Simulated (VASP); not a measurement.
# CdS (F-43m) in VASP: further runs

CdS is run at these levels: PBE, PBE+D4; tasks: single point.

Everything below comes from runs of VASP 6.6.1. Logs are shortened: lines on timing, memory, paths and dates and some standing lists are left out, and cuts for length are marked.

## 1. The cell of the first run

The structure is cubic, space group F-43m (No. 216). Conventional cell: a = 5.887 Å, b = 5.887 Å, c = 5.887 Å, α = 90.00°, β = 90.00°, γ = 90.00°. Cd (site symmetry -43m) has 4 S at 2.55 Å within 3.4 Å. Within 3.4 Å of S (site symmetry -43m) lie 4 Cd at 2.55 Å.

## 2. Single point, PBE (volume scaled by 0.980)

INCAR reads:

```
ALGO = Normal ; EDIFF = 1E-7
ENCUT = 520 ; GGA = PE
ISIF = 2 ; ISMEAR = 0
LASPH = T ; LCHARG = F
LREAL = F ; LWAVE = F
NBANDS = 16 ; NELM = 60
PREC = Accurate ; SIGMA = 0.05
```

KPOINTS reads:

```
k-points
0
Gamma
  10 10 10
```

POSCAR reads:

```
CdS
1.0
    0.0000000000      2.9434651439      2.9434651439
    2.9434651439      0.0000000000      2.9434651439
    2.9434651439      2.9434651439      0.0000000000
Cd S
1 1
Direct
    0.0000000000      0.0000000000      0.0000000000
    0.7500000000      0.7500000000      0.7500000000
```

Potentials or basis: VASP PAW PBE potentials, release 64 (Cd, S).

Command:

```
cat potpaw_PBE.64/Cd/POTCAR potpaw_PBE.64/S/POTCAR > POTCAR
mpirun -np 1 vasp_std > vasp.out
```

OUTCAR:

```text
EDIFF = 1E-7
   ENCUT = 520
   GGA = PE
   ISIF = 2
   ISMEAR = 0
   LASPH = T
   LREAL = F
   NELM = 60
   PREC = Accurate

 ion  position               nearest neighbor table
   1  0.000  0.000  0.000-   2 2.55   2 2.55   2 2.55   2 2.55
   2  0.750  0.750  0.750-   1 2.55   1 2.55   1 2.55   1 2.55

  LATTYP: Found a face centered cubic cell.
 ALAT       =     5.8869302878

  Lattice vectors:

 A1 = (   0.0000000000,   2.9434651439,   2.9434651439)
 A2 = (   2.9434651439,   0.0000000000,   2.9434651439)
 A3 = (   2.9434651439,   2.9434651439,   0.0000000000)

Analysis of symmetry for initial positions (statically):
=====================================================================
 Subroutine PRICEL returns:
 Original cell was already a primitive cell.

 Routine SETGRP: Setting up the symmetry group for a
 face centered cubic supercell.

 Subroutine GETGRP returns: Found 24 space group operations
 (whereof 24 operations were pure point group operations)
 out of a pool of 48 trial point group operations.

The static configuration has the point symmetry T_d .

Analysis of symmetry for dynamics (positions and initial velocities):
=====================================================================
 Subroutine PRICEL returns:
 Original cell was already a primitive cell.

 Routine SETGRP: Setting up the symmetry group for a
 face centered cubic supercell.

 Subroutine GETGRP returns: Found 24 space group operations
 (whereof 24 operations were pure point group operations)
 out of a pool of 48 trial point group operations.

The dynamic configuration has the point symmetry T_d .

 Subroutine INISYM returns: Found 24 space group operations
 (whereof 24 operations are pure point group operations),
 and found     1 'primitive' translations

----------------------------------------------------------------------------------------

                                     Primitive cell

  volume of cell :      51.0043

  direct lattice vectors                    reciprocal lattice vectors
     0.000000000  2.943465144  2.943465144    -0.169867818  0.169867818  0.169867818
     2.943465144  0.000000000  2.943465144     0.169867818 -0.169867818  0.169867818
     2.943465144  2.943465144  0.000000000     0.169867818  0.169867818 -0.169867818

  length of vectors
     4.162688327  4.162688327  4.162688327     0.294219691  0.294219691  0.294219691

  position of ions in fractional coordinates (direct lattice)
     0.000000000  0.000000000  0.000000000
[... 77 lines left out ...]
   NELM   =     60;   NELMIN=  2; NELMDL= -5     # of ELM steps
   EDIFF  = 0.1E-06   stopping-criterion for ELM
   LREAL  =      F    real-space projection
   EDIFFG = 0.1E-05   stopping-criterion for IOM
   NSW    =      0    number of steps for IOM
   IBRION =     -1    ionic relax: 0-MD 1-quasi-New 2-CG
   NFREE  =      0    steps in history (QN), initial steepest desc. (CG)
   ISIF   =      2    stress and relaxation
   ISYM   =      2    0-nonsym 1-usesym 2-fastsym
   POTIM  = 0.5000    time-step for ionic-motion
   TEBEG  =    0.0;   TEEND  =   0.0 temperature during run
   PSTRESS=    0.0 pullay stress
   NELECT =      18.0000    total number of electrons
   NUPDOWN=      -1.0000    fix difference up-down
   EMIN   =  10.00;   EMAX   =-10.00  energy-range for DOS
   EFERMI =   0.00;   METHOD = LEGACY
   ISMEAR =     0;   SIGMA  =   0.05  broadening in eV -4-tet -1-fermi 0-gaus
   EFERMI_NEDOS =   21; number of points for ismear=-14 and -15
   IALGO  =     38    algorithm
   IMIX   =      4    mixing-type and parameters
     AMIX     =   0.40;   BMIX     =  1.00
     AMIX_MAG =   1.60;   BMIX_MAG =  1.00
  volume/ion in A,a.u.               =      25.50       172.10
  Fermi-wavevector in a.u.,A,eV,Ry     =   1.156903  2.186229 18.210357  1.338423
  Thomas-Fermi vector in A             =   2.293519
   LORBIT       =      0    0 simple, 1 ext, 2 COOP (PROOUT), +10 PAW based schemes
   GGA     = PE    functional components
   LHFCALC =     F    Hartree Fock is set to
   AEXX    =    0.0000 exact exchange contribution
   IVDW    =     0    specifies the selected vdW correction
   LEPSILON=     F    determine dielectric tensor
   LRPA    =     F    only Hartree local field effects (RPA)
 non-spin polarized calculation
 Gauss-broadening in eV      SIGMA  =   0.05
  energy-cutoff  :      520.00
  volume of cell :       51.00
 maximum number of plane-waves:      1390
   NGX = 15   NGY = 15   NGZ = 15

 number of electron      18.0000005 magnetization

 Free energy of the ion-electron system (eV)
  ---------------------------------------------------
  ext. energy  EPLUGINS =         0.00000000
  ---------------------------------------------------
  free energy    TOTEN  =        -6.14172975 eV

  energy without entropy =       -6.14172975  energy(sigma->0) =       -6.14172975

 E-fermi :   1.3034     XC(G=0):  -9.0211

 val. band max:        1.0812457406   @ k =   0.0000   0.0000   0.0000
 cond. band min:       2.1701170492   @ k =   0.0000   0.0000   0.0000
 fundamental gap:      1.0888713086
 Fermi energy:         1.3033683941

 k-point     1 :       0.0000    0.0000    0.0000
  band No.  band energies     occupation
      1     -11.1228      2.00000
      2      -6.5505      2.00000
      3      -6.5505      2.00000
      4      -6.5505      2.00000
      5      -6.1075      2.00000
      6      -6.1075      2.00000
[... 433 lines left out ...]
      3      -6.3117      2.00000
      4      -6.2723      2.00000
      5      -6.0465      2.00000
      6      -5.9219      2.00000
[... 8 lines left out ...]
     15      13.3891      0.00000
     16      15.4906      0.00000

 [... further k-points ...]

------------------------ aborting loop because EDIFF is reached ----------------------------------------

  FORCE on cell =-STRESS in cart. coord.  units (eV):
  Direction    XX          YY          ZZ          XY          YZ          ZX
  --------------------------------------------------------------------------------------
  -------------------------------------------------------------------------------------
  Total        0.4609439      0.4609439      0.4609439      0.0000000      0.0000000      0.0000000
  in kB       14.4794456     14.4794456     14.4794456      0.0000000      0.0000000      0.0000000
  external PRESSURE =      14.4794456 kB  Pullay stress =       0.0000000 kB

 VOLUME and BASIS-vectors are now :
 -----------------------------------------------------------------------------
  energy-cutoff  :      520.00
  volume of cell :       51.00
      direct lattice vectors                 reciprocal lattice vectors
     0.000000000  2.943465144  2.943465144    -0.169867818  0.169867818  0.169867818
     2.943465144  0.000000000  2.943465144     0.169867818 -0.169867818  0.169867818
     2.943465144  2.943465144  0.000000000     0.169867818  0.169867818 -0.169867818

 POSITION                                       TOTAL-FORCE (eV/Angst)
 -----------------------------------------------------------------------------------
      0.00000      0.00000      0.00000         0.000000      0.000000     -0.000000
      4.41520      4.41520      4.41520        -0.000000     -0.000000      0.000000
 -----------------------------------------------------------------------------------
    total drift:                                0.000000      0.000000      0.000000

  FREE ENERGIE OF THE ION-ELECTRON SYSTEM (eV)
  ---------------------------------------------------
  free  energy   TOTEN  =        -6.1417297549 eV

  energy  without entropy=       -6.1417297549  energy(sigma->0) =       -6.14172975
```

OSZICAR:

```text
N       E                     dE             d eps       ncg     rms          rms(c)
DAV:   1     0.111008005046E+03    0.11101E+03   -0.89888E+03  1528   0.102E+03
DAV:   2    -0.229922407750E+01   -0.11331E+03   -0.10690E+03  1800   0.255E+02
DAV:   3    -0.666316280051E+01   -0.43639E+01   -0.43544E+01  1928   0.521E+01
DAV:   4    -0.668993373480E+01   -0.26771E-01   -0.26769E-01  1840   0.398E+00
DAV:   5    -0.669030514790E+01   -0.37141E-03   -0.37141E-03  1960   0.444E-01    0.765E+00
DAV:   6    -0.615971998025E+01    0.53059E+00   -0.85146E-01  2296   0.114E+01    0.621E+00
DAV:   7    -0.614132306547E+01    0.18397E-01   -0.18942E-01  1872   0.298E+00    0.306E+00
DAV:   8    -0.614157311805E+01   -0.25005E-03   -0.16925E-02  1808   0.163E+00    0.287E-01
DAV:   9    -0.614151644267E+01    0.56675E-04   -0.19499E-03  1880   0.636E-01    0.595E-02
DAV:  10    -0.614165093923E+01   -0.13450E-03   -0.24059E-04  1864   0.151E-01    0.694E-02
DAV:  11    -0.614173679793E+01   -0.85859E-04   -0.13993E-04  1856   0.906E-02    0.255E-02
DAV:  12    -0.614172881394E+01    0.79840E-05   -0.23498E-05  1888   0.610E-02    0.976E-03
DAV:  13    -0.614172997366E+01   -0.11597E-05   -0.34836E-06  1872   0.110E-02    0.768E-03
DAV:  14    -0.614172976913E+01    0.20453E-06   -0.25724E-07  1992   0.312E-03    0.476E-03
DAV:  15    -0.614172975487E+01    0.14259E-07   -0.30199E-08  1224   0.110E-03
   1 F= -.61417298E+01 E0= -.61417298E+01  d E =-.227269E-12
```

stdout:

```text
POSCAR found type information on POSCAR CdS
 POSCAR found :  2 types and       2 ions
 scaLAPACK will be used
 LDA part: xc-table for (Slater+PW92), standard interpolation
 POSCAR, INCAR and KPOINTS ok, starting setup
 FFT: planning ... GRIDC
 FFT: planning ... GRID_SOFT
 FFT: planning ... GRID
 WAVECAR not read
 entering main loop
```

Wall time 15 s (1 thread of Intel Xeon Platinum 8559C (Emerald Rapids), shared host); peak memory 0.18 GiB.

What came out:

* Free energy: -6.1417 eV
* Pressure: 1.4 GPa
* Band gap on the k mesh: 1.09 eV, direct

Caveat: the cell differs from its parent crystal (volume scaled by 0.980).

## 3. Single point, PBE

This run uses another cell than the first one, of 26.02 Å³/atom, 1.020 times its volume.

INCAR reads:

```
  ALGO = Normal
  EDIFF = 1E-7
  ENCUT = 520
  GGA = PE
  ISIF = 2
  ISMEAR = 0
  LASPH = T
  LCHARG = T
  LELF = T
  LREAL = F
  LVHAR = T
  LWAVE = F
  NBANDS = 16
  NELM = 80
  PREC = Accurate
  SIGMA = 0.05
```

KPOINTS is that of step 2.

POSCAR reads:

```
CdS
1.0
    0.0000000000      2.9633540252      2.9633540252
    2.9633540252      0.0000000000      2.9633540252
    2.9633540252      2.9633540252      0.0000000000
Cd S
1 1
Direct
    0.0000000000      0.0000000000      0.0000000000
    0.7500000000      0.7500000000      0.7500000000
```

Potentials or basis: VASP PAW PBE potentials, release 64 (Cd, S).

Command:

```
cat potpaw_PBE.64/Cd/POTCAR potpaw_PBE.64/S/POTCAR > POTCAR
mpirun -np 1 vasp_std > vasp.out
```

Run time: 15 s. Hardware: 1 thread of Intel Xeon Platinum 8559C (Emerald Rapids), shared host; peak memory 0.19 GiB.

It converged, with:

```yaml
Free_energy: -6.1474 eV
Pressure: 0.3 GPa
Band_gap_on_the_k_mesh: 1.04 eV, direct
```

Levels at points of the mesh, in eV from the valence-band top:
| k point | band 5 | band 6 | band 7 | band 8 | band 9 | band 10 | band 11 | band 12 | band 13 | band 14 |
| --- | --- | --- | --- | --- | --- | --- | --- | --- | --- | --- |
| (0.00, 0.00, 0.00) | -7.15 | -7.15 | 0.00 | 0.00 | 0.00 | 1.04 | 6.55 | 6.55 | 6.55 | 11.18 |
| (0.50, 0.00, 0.00) | -7.12 | -6.81 | -4.12 | -0.69 | -0.69 | 2.94 | 7.01 | 7.01 | 7.33 | 10.94 |
| (0.50, 0.50, 0.00) | -7.08 | -6.75 | -3.75 | -1.72 | -1.72 | 3.63 | 4.28 | 9.04 | 10.49 | 10.49 |

## 4. Single point, PBE

This run uses another cell than the first one, of 26.02 Å³/atom, 1.020 times its volume.

INCAR reads:

```
SYSTEM = CdS
  PREC = Accurate
  ENCUT = 520
  EDIFF = 1E-7
  ISMEAR = 0
  SIGMA = 0.05
  LREAL = .False.
  LASPH = .True.
  NELM = 100
  ALGO = Normal
  ISIF = 2
  LWAVE = .False.
  LCHARG = .False.
  GGA = PE
  NBANDS = 16
```

KPOINTS reads:

```
regular mesh
0
Gamma
  10 10 10
  0 0 0
```

POSCAR is that of step 3.

Command:

```
cat potpaw_PBE.64/Cd/POTCAR potpaw_PBE.64/S/POTCAR > POTCAR
mpirun -np 1 vasp_std > vasp.out
```

Run time: 14 s. Hardware: 1 thread of Intel Xeon Platinum 8559C (Emerald Rapids), shared host; peak memory 0.19 GiB.

It converged, with:

| Quantity | Value |
| --- | --- |
| Free energy | -6.1474 eV |
| Pressure | 0.3 GPa |
| Band gap on the k mesh | 1.04 eV, direct |

Levels at points of the mesh, in eV from the valence-band top:
```
           k point  band 6  band 7  band 8  band 9  band 10  band 11  band 12  band 13
(0.00, 0.00, 0.00)   -7.15    0.00    0.00    0.00     1.04     6.55     6.55     6.55
(0.50, 0.00, 0.00)   -6.81   -4.12   -0.69   -0.69     2.94     7.01     7.01     7.33
(0.50, 0.50, 0.00)   -6.75   -3.75   -1.72   -1.72     3.63     4.28     9.04    10.49
```

## 5. Single point, PBE+D4

This run uses another cell than the first one, of 26.02 Å³/atom, 1.020 times its volume.

INCAR reads:

```
PREC = Accurate
ENCUT = 520
EDIFF = 1E-6
ISMEAR = 0
SIGMA = 0.05
LREAL = False
LASPH = True
NELM = 100
ALGO = Normal
ISIF = 2
LWAVE = False
LCHARG = True
GGA = PE
IVDW = 13
LELF = True
LVHAR = True
NBANDS = 16
```

KPOINTS reads:

```
regular mesh
0
Gamma
  10 10 10
```

POSCAR is that of step 4.

Command:

```
cat potpaw_PBE.64/Cd/POTCAR potpaw_PBE.64/S/POTCAR > POTCAR
mpirun -np 1 vasp_std > vasp.out
```

Wall time 15 s (1 thread of Intel Xeon Platinum 8559C (Emerald Rapids), shared host); peak memory 0.19 GiB.

The run converged. Its results:

| Property | Result |
| --- | --- |
| Free energy | -6.7428 eV |
| Pressure | -1.7 GPa |
| Band gap on the k mesh | 1.04 eV, direct |
| Dispersion energy per atom | -0.298 eV |

Levels at points of the mesh, in eV from the valence-band top:
```csv
k point,band 7,band 8,band 9,band 10,band 11,band 12
"(0.00, 0.00, 0.00)",0.00,0.00,0.00,1.04,6.55,6.55
"(0.50, 0.00, 0.00)",-4.12,-0.69,-0.69,2.94,7.01,7.01
"(0.50, 0.50, 0.00)",-3.75,-1.72,-1.72,3.63,4.28,9.04
```

As with any semilocal functional, this PBE gap is likely too small.

## 6. Overview

| level | cell | gap on the mesh (eV) | pressure (GPa) |
| --- | --- | --- | --- |
| PBE | a = 4.163 Å, angles 60.0°, 2 atoms | 1.09 | 1.4 |
| PBE | a = 4.191 Å, angles 60.0°, 2 atoms | 1.04 | 0.3 |
| PBE+D4 | a = 4.191 Å, angles 60.0°, 2 atoms | 1.04 | -1.7 |

Alike in all rows: task single point; potentials or basis VASP PAW PBE potentials, release 64 (Cd, S); no spin polarisation; k mesh 10 × 10 × 10; cutoff (eV) 520; smearing gaussian 0.05 eV.

Absolute energies hang on the potentials; compare differences alone.
